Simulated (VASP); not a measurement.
Here is a VASP 6.6.1 calculation.

INCAR

```
SYSTEM = B4N
PREC = Accurate
ENCUT = 520
EDIFF = 1E-7
ISMEAR = 0
SIGMA = 0.1
LREAL = .FALSE.
LASPH = .TRUE.
NELM = 100
ALGO = Normal
ISIF = 2
LWAVE = .FALSE.
LCHARG = .FALSE.
GGA = PE
NBANDS = 16
```

Contents of KPOINTS:

```
regular mesh
0
G
  12 12 12
  0 0 0
```

Contents of POSCAR:

```
B4N
1.0
    1.4777223874      0.8531634182      5.3181495262
   -1.4777223874      0.8531634182      5.3181495262
    0.0000000000     -1.7063268363      5.3181495262
B N
4 1
Direct
    0.1847000226      0.1847000226      0.1847000226
    0.8152999774      0.8152999774      0.8152999774
    0.9168375511      0.9168375511      0.9168375511
    0.0831624489      0.0831624489      0.0831624489
    0.0000000000      0.0000000000      0.0000000000
```

Potentials or basis: VASP PAW PBE potentials, release 64 (B, N).

Command:

```console
$ cat potpaw_PBE.64/B/POTCAR potpaw_PBE.64/N/POTCAR > POTCAR
$ mpirun -np 1 vasp_std > vasp.out
```

Predict the largest force.

0.032 eV/Å.

Estimate the pressure.

-0.2 GPa.

Forces on the atoms (eV/Å):
```
B    0.000  0.000  0.008
B    0.000  0.000 -0.008
B    0.000  0.000  0.032
B    0.000  0.000 -0.032
N    0.000  0.000  0.000
```
